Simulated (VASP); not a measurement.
A run of VASP 6.6.1 is set up as follows.

File INCAR:

```
SYSTEM = CdTeSe4
  PREC = Accurate
  ENCUT = 600
  EDIFF = 1E-6
  ISMEAR = 0
  SIGMA = 0.1
  LREAL = .False.
  LASPH = .True.
  NELM = 80
  ALGO = Normal
  ISIF = 3
  LWAVE = .False.
  LCHARG = .False.
  GGA = PE
  IBRION = 2
  NSW = 90
  EDIFFG = -0.04
```

KPOINTS

```
regular mesh
0
Gamma
  4 4 4
  0 0 0
```

POSCAR

```
CdTeSe4
1.0
    0.0000000000      4.3191874100      4.3191874100
    4.3191874100      0.0000000000      4.3191874100
    4.3191874100      4.3191874100      0.0000000000
Cd Te Se
1 1 4
Direct
    0.0000000000      0.0000000000      0.0000000000
    0.7500000000      0.7500000000      0.7500000000
    0.8735502700      0.3754832400      0.3754832400
    0.3754832400      0.3754832400      0.3754832400
    0.3754832400      0.8735502700      0.3754832400
    0.3754832400      0.3754832400      0.8735502700
```

Potentials or basis: VASP PAW PBE potentials, release 64 (Cd, Te, Se).

The run is started by

```sh
$ cat potpaw_PBE.64/Cd/POTCAR potpaw_PBE.64/Te/POTCAR potpaw_PBE.64/Se/POTCAR > POTCAR
$ mpirun -np 1 vasp_std > vasp.out
```

Question: What does it give for the relaxed volume?

Answer: 23.89 Å³/atom.

Question: What does it give for the relaxed cell?

Answer: a = 5.875 Å, b = 5.875 Å, c = 5.875 Å, α = 60.00°, β = 60.00°, γ = 60.00°.

The path:
```tsv
step	energy change (eV)	largest force (eV/Å)	pressure (GPa)	volume (Å³)
1	0.0000	0.0079	-4.62	161.15
2	-0.2864	0.0462	-0.12	143.74
3	-0.2865	0.0474	0.00	143.40
4	-0.2869	0.0448	0.00	143.39
5	-0.2881	0.0391	0.01	143.36
```
